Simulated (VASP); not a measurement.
# BP (P6_3/mmc) in VASP: further runs, part 2 of 2

VASP 6.6.1. Earlier steps stand in the parts before.

### 3 Relaxation of cell and atoms, PBE

This run uses another cell than the first one, of 11.36 Å³/atom, 1.098 times its volume.

Contents of INCAR:

```
PREC = Accurate
ENCUT = 600
EDIFF = 1E-6
ISMEAR = 0
SIGMA = 0.1
LREAL = False
LASPH = True
NELM = 100
ALGO = Normal
ISIF = 3
LWAVE = False
LCHARG = False
GGA = PE
IBRION = 2
NSW = 90
EDIFFG = -0.04
```

Contents of KPOINTS:

```
Automatic mesh
0
Gamma
  6 6 4
```

Contents of POSCAR:

```
BP
1.0
    2.8965408200      0.0000000000      0.0000000000
   -1.4482704100      2.5084779300      0.0000000000
    0.0000000000      0.0000000000      6.2565281700
B P
2 2
Direct
    0.0000000000      0.0000000000      0.0000000000
    0.0000000000      0.0000000000      0.5000000000
    0.3333333300      0.6666666700      0.2500000000
    0.6666666700      0.3333333300      0.7500000000
```

Potentials or basis: VASP PAW PBE potentials, release 64 (B, P).

Command:

```sh
> cat potpaw_PBE.64/B/POTCAR potpaw_PBE.64/P/POTCAR > POTCAR
> mpirun -np 1 vasp_std > vasp.out
```

OUTCAR:

```text
PREC = Accurate
   ENCUT = 600
   EDIFF = 1E-6
   ISMEAR = 0
   LREAL = False
   LASPH = True
   NELM = 100
   ISIF = 3
   GGA = PE
   IBRION = 2
   NSW = 90
   EDIFFG = -0.04

 ion  position               nearest neighbor table
   1  0.000  0.000  0.000-   3 2.29   4 2.29   3 2.29   4 2.29   4 2.29   3 2.29
   2  0.000  0.000  0.500-   3 2.29   4 2.29   3 2.29   4 2.29   4 2.29   3 2.29
   3  0.333  0.667  0.250-   1 2.29   2 2.29   1 2.29   2 2.29   1 2.29   2 2.29
   4  0.667  0.333  0.750-   1 2.29   2 2.29   1 2.29   2 2.29   1 2.29   2 2.29

  LATTYP: Found a hexagonal cell.
 ALAT       =     2.8965408200
 C/A-ratio  =     2.1599999996

  Lattice vectors:

 A1 = (   2.8965408200,   0.0000000000,   0.0000000000)
 A2 = (  -1.4482704100,   2.5084779300,   0.0000000000)
 A3 = (   0.0000000000,   0.0000000000,   6.2565281700)

Analysis of symmetry for initial positions (statically):
=====================================================================
 Subroutine PRICEL returns:
 Original cell was already a primitive cell.

 Routine SETGRP: Setting up the symmetry group for a
 hexagonal supercell.

 Subroutine GETGRP returns: Found 24 space group operations
 (whereof 12 operations were pure point group operations)
 out of a pool of 24 trial point group operations.

The static configuration has the point symmetry D_3d.
 The point group associated with its full space group is D_6h.

Analysis of symmetry for dynamics (positions and initial velocities):
=====================================================================
 Subroutine PRICEL returns:
 Original cell was already a primitive cell.

 Routine SETGRP: Setting up the symmetry group for a
 hexagonal supercell.

 Subroutine GETGRP returns: Found 24 space group operations
 (whereof 12 operations were pure point group operations)
 out of a pool of 24 trial point group operations.

The dynamic configuration has the point symmetry D_3d.
 The point group associated with its full space group is D_6h.

 Subroutine INISYM returns: Found 24 space group operations
 (whereof 12 operations are pure point group operations),
 and found     1 'primitive' translations

----------------------------------------------------------------------------------------

                                     Primitive cell

  volume of cell :      45.4594

  direct lattice vectors                    reciprocal lattice vectors
     2.896540820  0.000000000  0.000000000     0.345239395  0.199324058  0.000000000
    -1.448270410  2.508477930  0.000000000     0.000000000  0.398648116  0.000000000
     0.000000000  0.000000000  6.256528170     0.000000000  0.000000000  0.159833053

  length of vectors
     2.896540820  2.896540817  6.256528170     0.398648115  0.398648116  0.159833053

  position of ions in fractional coordinates (direct lattice)
     0.000000000  0.000000000  0.000000000
     0.000000000  0.000000000  0.500000000
     0.333333330  0.666666670  0.250000000
     0.666666670  0.333333330  0.750000000

  ion indices of the primitive-cell ions
   primitive index   ion index
                 1           1
                 2           2
                 3           3
                 4           4

----------------------------------------------------------------------------------------

 KPOINTS: Automatic mesh

Automatic generation of k-mesh.
 Grid dimensions read from file:
 generate k-points for:    6    6    4
[... 66 lines left out ...]
   ISIF   =      3    stress and relaxation
   ISYM   =      2    0-nonsym 1-usesym 2-fastsym
   POTIM  = 0.5000    time-step for ionic-motion
   TEBEG  =    0.0;   TEEND  =   0.0 temperature during run
   PSTRESS=    0.0 pullay stress
   NELECT =      16.0000    total number of electrons
   NUPDOWN=      -1.0000    fix difference up-down
   EMIN   =  10.00;   EMAX   =-10.00  energy-range for DOS
   EFERMI =   0.00;   METHOD = LEGACY
   ISMEAR =     0;   SIGMA  =   0.10  broadening in eV -4-tet -1-fermi 0-gaus
   EFERMI_NEDOS =   21; number of points for ismear=-14 and -15
   IALGO  =     38    algorithm
   IMIX   =      4    mixing-type and parameters
     AMIX     =   0.40;   BMIX     =  1.00
     AMIX_MAG =   1.60;   BMIX_MAG =  1.00
  volume/ion in A,a.u.               =      11.36        76.69
  Fermi-wavevector in a.u.,A,eV,Ry     =   1.155865  2.184268 18.177703  1.336023
  Thomas-Fermi vector in A             =   2.292490
   LORBIT       =      0    0 simple, 1 ext, 2 COOP (PROOUT), +10 PAW based schemes
   GGA     = PE    functional components
   LHFCALC =     F    Hartree Fock is set to
   AEXX    =    0.0000 exact exchange contribution
   IVDW    =     0    specifies the selected vdW correction
   LEPSILON=     F    determine dielectric tensor
   LRPA    =     F    only Hartree local field effects (RPA)
 conjugate gradient relaxation of ions
 non-spin polarized calculation
 Gauss-broadening in eV      SIGMA  =   0.10
  energy-cutoff  :      600.00
  volume of cell :       45.46
 maximum number of plane-waves:      1534
 NGX is ok and might be reduce to    24

--------------------------------------- Ionic step        1  -------------------------------------------

 number of electron      15.9999999 magnetization

 Free energy of the ion-electron system (eV)
  ---------------------------------------------------
  ext. energy  EPLUGINS =         0.00000000
  ---------------------------------------------------
  free energy    TOTEN  =       -19.95655218 eV

  energy without entropy =      -19.94993321  energy(sigma->0) =      -19.95324270

------------------------ aborting loop because EDIFF is reached ----------------------------------------

  FORCE on cell =-STRESS in cart. coord.  units (eV):
  Direction    XX          YY          ZZ          XY          YZ          ZX
  --------------------------------------------------------------------------------------
  -------------------------------------------------------------------------------------
  Total       -0.4543234     -0.4543234    -11.9369630      0.0000000     -0.0000000      0.0000000
  in kB      -16.0122486    -16.0122486   -420.7083094      0.0000000     -0.0000000      0.0000000
  external PRESSURE =    -150.9109355 kB  Pullay stress =       0.0000000 kB
[... 95 lines left out ...]
  FREE ENERGIE OF THE ION-ELECTRON SYSTEM (eV)
  ---------------------------------------------------
  free  energy   TOTEN  =       -20.8305903781 eV

  energy  without entropy=      -20.8271852837  energy(sigma->0) =      -20.82888783

 E-fermi :  10.1133     XC(G=0): -11.9281

 val. band max:        9.9485719411   @ k =   0.1667   0.0000   0.2500
 cond. band min:      10.1674273425   @ k =   0.3333   0.3333   0.5000
 fundamental gap:      0.2188554014
 Fermi energy:        10.1133403494

 k-point     1 :       0.0000    0.0000    0.0000
  band No.  band energies     occupation
      1      -7.2151      2.00000
      2      -2.7511      2.00000
      3      -0.7763      2.00000
      4       8.5222      2.00000
      5       8.5222      2.00000
      6      10.5778      0.00000
      7      10.8545      0.00000
      8      10.8545      0.00000
      9      12.7585      0.00000
     10      12.7585      0.00000
     11      14.2886      0.00000
     12      14.5170      0.00000
[... 286 lines left out ...]
 k-point    21 :       0.3333    0.3333    0.5000
  band No.  band energies     occupation
      1      -0.9319      2.00000
      2      -0.9319      2.00000
      3       0.4083      2.00000
      4       0.4083      2.00000
      5       1.8970      2.00000
      6       1.8970      2.00000
      7      10.1674      0.44433
      8      10.1674      0.44433
      9      10.4547      0.00000
     10      10.4547      0.00000
     11      12.5346      0.00000
     12      12.5346      0.00000

[... ionic steps 4 to 13 ...]

--------------------------------------- Ionic step       14  -------------------------------------------

 number of electron      16.0000000 magnetization

------------------------ aborting loop because EDIFF is reached ----------------------------------------
[... 71 lines left out ...]
--------------------------------------- Ionic step       16  -------------------------------------------

 number of electron      16.0000000 magnetization

 Free energy of the ion-electron system (eV)
  ---------------------------------------------------
  ext. energy  EPLUGINS =         0.00000000
  ---------------------------------------------------
  free energy    TOTEN  =       -21.17740771 eV

  energy without entropy =      -21.17203797  energy(sigma->0) =      -21.17472284

 E-fermi :   9.4094     XC(G=0): -11.8086

 val. band max:        9.3974483528   @ k =   0.3333   0.0000   0.2500
 cond. band min:       9.5160370868   @ k =   0.3333   0.3333   0.5000
 fundamental gap:      0.1185887340
 Fermi energy:         9.4094364847

 k-point     1 :       0.0000    0.0000    0.0000
  band No.  band energies     occupation
      1      -7.3038      2.00000
      2      -3.3402      2.00000
      3      -1.2337      2.00000
      4       8.6719      2.00000
      5       8.6719      2.00000
      6       9.1538      1.99970
      7      10.8909      0.00000
      8      10.8909      0.00000
      9      12.5076      0.00000
     10      12.5076      0.00000
     11      14.2916      0.00000
     12      14.3768      0.00000
[... 329 lines left out ...]
  FREE ENERGIE OF THE ION-ELECTRON SYSTEM (eV)
  ---------------------------------------------------
  free  energy   TOTEN  =       -21.1774077078 eV

  energy  without entropy=      -21.1720379659  energy(sigma->0) =      -21.17472284

 reached required accuracy - stopping structural energy minimisation
```

OSZICAR:

```text
N       E                     dE             d eps       ncg     rms          rms(c)
DAV:   1     0.412842557740E+02    0.41284E+02   -0.79417E+03   504   0.135E+03
DAV:   2    -0.173573644434E+02   -0.58642E+02   -0.54990E+02   688   0.181E+02
DAV:   3    -0.201067511515E+02   -0.27494E+01   -0.26509E+01   656   0.382E+01
[... 128 lines left out ...]
DAV:   2    -0.211775672826E+02    0.35536E-03   -0.68178E-04   548   0.213E-01    0.878E-02
DAV:   3    -0.211774192790E+02    0.14800E-03   -0.29657E-04   552   0.104E-01    0.220E-02
DAV:   4    -0.211774114762E+02    0.78028E-05   -0.15245E-05   572   0.297E-02    0.120E-02
DAV:   5    -0.211774083019E+02    0.31743E-05   -0.28388E-06   484   0.122E-02    0.766E-03
DAV:   6    -0.211774077078E+02    0.59406E-06   -0.20756E-07   260   0.332E-03
  16 F= -.21177408E+02 E0= -.21174723E+02  d E =-.201780E-04
```

It took 65 s on 1 thread of AMD EPYC 9R45 (Zen 5), shared host; peak memory 0.14 GiB.

What came out:

```yaml
Free_energy: -21.1774 eV
Relaxed_volume: 10.36 Å³/atom
Relaxed_cell: a = 3.040 Å, b = 3.040 Å, c = 5.181 Å, α = 90.00°, β = 90.00°, γ = 120.00°
Space_group_after_relaxing_to_0.05_Å: P6_3/mmc (No. 194)
Energy_gained_by_relaxing: 305.2 meV/atom
Ionic_steps: 16
Pressure_after_relaxing: -0.4 GPa
Band_gap_on_the_k_mesh: zero (band 8 reaches 10.89 eV, above the bottom of band 9 at 5.11 eV)
```

The path:
```tsv
step	energy change (eV)	largest force (eV/Å)	pressure (GPa)	volume (Å³)
1	0.0000	0.0000	-15.09	45.46
2	-0.9228	0.0000	11.09	38.49
3	-0.8740	0.0000	22.53	36.71
4	-0.9355	0.0000	14.12	37.98
5	-1.1818	0.0000	4.56	40.20
6	-1.1817	0.0000	4.49	40.23
7	-1.2001	0.0000	-1.55	41.75
8	-1.2006	0.0000	-0.64	41.48
9	-1.2049	0.0000	-0.20	41.41
10	-1.2196	0.0000	0.64	41.20
11	-1.1581	0.0000	1.88	40.73
12	-1.2205	0.0000	0.77	41.13
13	-1.2207	0.0000	0.74	41.15
14	-1.2152	0.0000	-1.01	41.55
15	-1.2208	0.0000	0.46	41.21
16	-1.2209	0.0000	-0.44	41.46
```

Final structure:
```yaml
crystal:
  lattice:
    - [3.03982, 0.00000, 0.00000]
    - [-1.51991, 2.63257, 0.00000]
    - [0.00000, 0.00000, 5.18064]
  atoms:
    - { symbol: B, position: [0.00000, 0.00000, 0.00000] }
    - { symbol: B, position: [0.00000, 0.00000, 0.50000] }
    - { symbol: P, position: [0.33333, 0.66667, 0.25000] }
    - { symbol: P, position: [0.66667, 0.33333, 0.75000] }
```

Caveat: the k points lie up to 0.40 Å⁻¹ apart in the final cell.

### 4 Single point, PBE

This run uses another cell than the first one, of the same volume but with other edges.

Contents of INCAR:

```
ALGO = Normal ; EDIFF = 1E-6
ENCUT = 520 ; GGA = PE
ISIF = 2 ; ISMEAR = 0
LASPH = True ; LCHARG = False
LREAL = False ; LWAVE = False
NBANDS = 16 ; NELM = 60
PREC = Accurate ; SIGMA = 0.1
```

Contents of KPOINTS:

```
k-points
0
Gamma
  18 18 10
```

Contents of POSCAR:

```
BP
1.0
    3.0667766352      0.0000000000      0.0000000000
   -1.5333883176      2.6559064739      0.0000000000
    0.0000000000      0.0000000000      5.0788704820
B P
2 2
Direct
    0.0000000000      0.0000000000      0.0000000000
    0.0000000000      0.0000000000      0.5000000000
    0.3333333333      0.6666666667      0.2500000000
    0.6666666667      0.3333333333      0.7500000000
```

Potentials or basis: VASP PAW PBE potentials, release 64 (B, P).

Command:

```sh
> cat potpaw_PBE.64/B/POTCAR potpaw_PBE.64/P/POTCAR > POTCAR
> mpirun -np 1 vasp_std > vasp.out
```

OUTCAR:

```text
EDIFF = 1E-6
   ENCUT = 520
   GGA = PE
   ISIF = 2
   ISMEAR = 0
   LASPH = True
   LREAL = False
   NELM = 60
   PREC = Accurate

 ion  position               nearest neighbor table
   1  0.000  0.000  0.000-   3 2.18   4 2.18   4 2.18   3 2.18   4 2.18   3 2.18
   2  0.000  0.000  0.500-   3 2.18   4 2.18   4 2.18   3 2.18   4 2.18   3 2.18
   3  0.333  0.667  0.250-   1 2.18   2 2.18   1 2.18   2 2.18   1 2.18   2 2.18
   4  0.667  0.333  0.750-   1 2.18   2 2.18   1 2.18   2 2.18   1 2.18   2 2.18

  LATTYP: Found a hexagonal cell.
 ALAT       =     3.0667766352
 C/A-ratio  =     1.6560940317

  Lattice vectors:

 A1 = (   3.0667766352,   0.0000000000,   0.0000000000)
 A2 = (  -1.5333883176,   2.6559064739,   0.0000000000)
 A3 = (   0.0000000000,   0.0000000000,   5.0788704820)

Analysis of symmetry for initial positions (statically):
=====================================================================
 Subroutine PRICEL returns:
 Original cell was already a primitive cell.

 Routine SETGRP: Setting up the symmetry group for a
 hexagonal supercell.

 Subroutine GETGRP returns: Found 24 space group operations
 (whereof 12 operations were pure point group operations)
 out of a pool of 24 trial point group operations.

The static configuration has the point symmetry D_3d.
 The point group associated with its full space group is D_6h.

Analysis of symmetry for dynamics (positions and initial velocities):
=====================================================================
 Subroutine PRICEL returns:
 Original cell was already a primitive cell.

 Routine SETGRP: Setting up the symmetry group for a
 hexagonal supercell.

 Subroutine GETGRP returns: Found 24 space group operations
 (whereof 12 operations were pure point group operations)
 out of a pool of 24 trial point group operations.

The dynamic configuration has the point symmetry D_3d.
 The point group associated with its full space group is D_6h.

 Subroutine INISYM returns: Found 24 space group operations
[... 123 lines left out ...]
  Fermi-wavevector in a.u.,A,eV,Ry     =   1.192781  2.254030 19.357378  1.422727
  Thomas-Fermi vector in A             =   2.328811
   LORBIT       =      0    0 simple, 1 ext, 2 COOP (PROOUT), +10 PAW based schemes
   GGA     = PE    functional components
   LHFCALC =     F    Hartree Fock is set to
   AEXX    =    0.0000 exact exchange contribution
   IVDW    =     0    specifies the selected vdW correction
   LEPSILON=     F    determine dielectric tensor
   LRPA    =     F    only Hartree local field effects (RPA)
 non-spin polarized calculation
 Gauss-broadening in eV      SIGMA  =   0.10
  energy-cutoff  :      520.00
  volume of cell :       41.37
 maximum number of plane-waves:      1130
 NGX is ok and might be reduce to    24

 number of electron      15.9999998 magnetization

 Free energy of the ion-electron system (eV)
  ---------------------------------------------------
  ext. energy  EPLUGINS =         0.00000000
  ---------------------------------------------------
  free energy    TOTEN  =       -21.10777387 eV

  energy without entropy =      -21.10330816  energy(sigma->0) =      -21.10554101

 E-fermi :   9.5323     XC(G=0): -11.8132

 val. band max:        9.5174661308   @ k =   0.1667   0.1667   0.1000
 cond. band min:       9.5348786802   @ k =   0.3333   0.3333   0.5000
 fundamental gap:      0.0174125494
 Fermi energy:         9.5323218664

 k-point     1 :       0.0000    0.0000    0.0000
  band No.  band energies     occupation
      1      -7.2991      2.00000
      2      -3.1228      2.00000
      3      -1.0681      2.00000
      4       8.4067      2.00000
      5       8.4067      2.00000
      6       9.7167      0.00910
[... 433 lines left out ...]
      3       1.1802      2.00000
      4       2.4431      2.00000
      5       2.6258      2.00000
      6       4.4617      2.00000
[... 8 lines left out ...]
     15      19.6975      0.00000
     16      20.7965      0.00000

 [... further k-points ...]

------------------------ aborting loop because EDIFF is reached ----------------------------------------

  FORCE on cell =-STRESS in cart. coord.  units (eV):
  Direction    XX          YY          ZZ          XY          YZ          ZX
  --------------------------------------------------------------------------------------
  -------------------------------------------------------------------------------------
  Total       -0.0607681     -0.0607681     -0.0691662      0.0000000     -0.0000000      0.0000000
  in kB       -2.3535535     -2.3535535     -2.6788119      0.0000000     -0.0000000      0.0000000
  external PRESSURE =      -2.4619730 kB  Pullay stress =       0.0000000 kB

 VOLUME and BASIS-vectors are now :
 -----------------------------------------------------------------------------
  energy-cutoff  :      520.00
  volume of cell :       41.37
      direct lattice vectors                 reciprocal lattice vectors
     3.066776635  0.000000000  0.000000000     0.326075264  0.188259641  0.000000000
    -1.533388318  2.655906474  0.000000000     0.000000000  0.376519283  0.000000000
     0.000000000  0.000000000  5.078870482     0.000000000  0.000000000  0.196894172

 POSITION                                       TOTAL-FORCE (eV/Angst)
 -----------------------------------------------------------------------------------
      0.00000      0.00000      0.00000        -0.000000      0.000000      0.000000
      0.00000      0.00000      2.53944        -0.000000      0.000000      0.000000
     -0.00000      1.77060      1.26972        -0.000000      0.000000     -0.000000
      1.53339      0.88530      3.80915         0.000000     -0.000000      0.000000
 -----------------------------------------------------------------------------------
    total drift:                               -0.000000      0.000000      0.000000

  FREE ENERGIE OF THE ION-ELECTRON SYSTEM (eV)
  ---------------------------------------------------
  free  energy   TOTEN  =       -21.1077738668 eV

  energy  without entropy=      -21.1033081588  energy(sigma->0) =      -21.10554101
```

Run time: 62 s. Hardware: 1 thread of AMD EPYC 9R45 (Zen 5), shared host; peak memory 0.21 GiB.

Results:

* Free energy: -21.1078 eV
* Pressure: -0.2 GPa
* Band gap on the k mesh: zero (band 8 reaches 11.16 eV, above the bottom of band 9 at 5.19 eV)

### 5 Summary

| task | cell | k mesh | cutoff (eV) | gap on the mesh (eV) | pressure (GPa) |
| --- | --- | --- | --- | --- | --- |
| single point | a = 3.036, b = 3.036, c = 5.183 Å, angles 90.0, 90.0, 120.0°, 4 atoms | 6 × 6 × 4 | 520 | none | -0.2 |
| relaxation of cell and atoms | relaxed from a = 2.897, b = 2.897, c = 6.257 Å, angles 90.0, 90.0, 120.0°, 4 atoms | 6 × 6 × 4 | 600 | none | -0.4 |
| single point | a = 3.067, b = 3.067, c = 5.079 Å, angles 90.0, 90.0, 120.0°, 4 atoms | 18 × 18 × 10 | 520 | none | -0.2 |

Alike in all rows: level PBE; potentials or basis VASP PAW PBE potentials, release 64 (B, P); no spin polarisation; smearing gaussian 0.1 eV.

Caveats: some runs use coarse meshes.

Total energies depend on the potentials used, so only differences within one code and one set of settings carry meaning.
